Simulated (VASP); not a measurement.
Here is a VASP 6.6.1 calculation.

The input POSCAR:

```
AlB3Sb4
1.0
   -2.7815353801      2.7815353801      5.5242488588
    2.7815353801     -2.7815353801      5.5242488588
    2.7815353801      2.7815353801     -5.5242488588
B Sb Al
3 4 1
Direct
    0.7500000000      0.2500000000      0.5000000000
    0.5000000000      0.5000000000      0.0000000000
    0.2500000000      0.7500000000      0.5000000000
    0.1402355735      0.5942214578      0.0000000000
    0.8597644265      0.8597644265      0.4539858843
    0.5942214578      0.1402355735      0.0000000000
    0.4057785422      0.4057785422      0.5460141157
    0.0000000000      0.0000000000      0.0000000000
```

INCAR.step1

```
PREC = Accurate
ENCUT = 520
ISMEAR = 0
SIGMA = 0.01
LREAL = False
LASPH = True
NELM = 80
NBANDS = 26
GGA = PE
ALGO = Normal
EDIFF = 1E-4
LWAVE = True
LCHARG = False
```

Contents of INCAR.step2:

```
PREC = Accurate
ENCUT = 520
EDIFF = 1E-6
ISMEAR = 0
SIGMA = 0.01
LREAL = False
LASPH = True
NELM = 80
ALGO = Normal
ISIF = 2
LWAVE = False
LCHARG = False
METAGGA = R2SCAN
LMIXTAU = True
NBANDS = 26
ISTART = 1
```

Contents of KPOINTS:

```
regular mesh
0
Gamma
  6 6 6
```

Potentials or basis: VASP PAW PBE potentials, release 64 (B, Sb, Al).

The run is started by

```bash
$ cat potpaw_PBE.64/B/POTCAR potpaw_PBE.64/Sb/POTCAR potpaw_PBE.64/Al/POTCAR > POTCAR
$ cp INCAR.step1 INCAR
$ mpirun -np 1 vasp_std > vasp.out
$ cp INCAR.step2 INCAR
$ mpirun -np 1 vasp_std > vasp.out
```

Q: Predict the band gap on the k mesh.

A: 0.43 eV.

Q: Predict the largest force.

A: 0.045 eV/Å.

Q: What does it give for the pressure?

A: -2.1 GPa.

Forces on the atoms (eV/Å):
```
B    0.000  0.000  0.000
B    0.000  0.000  0.000
B    0.000  0.000  0.000
Sb   0.022 -0.022  0.033
Sb   0.022  0.022 -0.033
Sb  -0.022  0.022  0.033
Sb  -0.022 -0.022 -0.033
Al   0.000  0.000  0.000
```

Caveat: semilocal functionals underestimate gaps, and a narrow one can read as zero; the PAW data sets were made with another functional, which shifts forces and pressure a little; spin-orbit coupling is left out, which moves the levels of the heavy elements. A k mesh can miss the band edges.
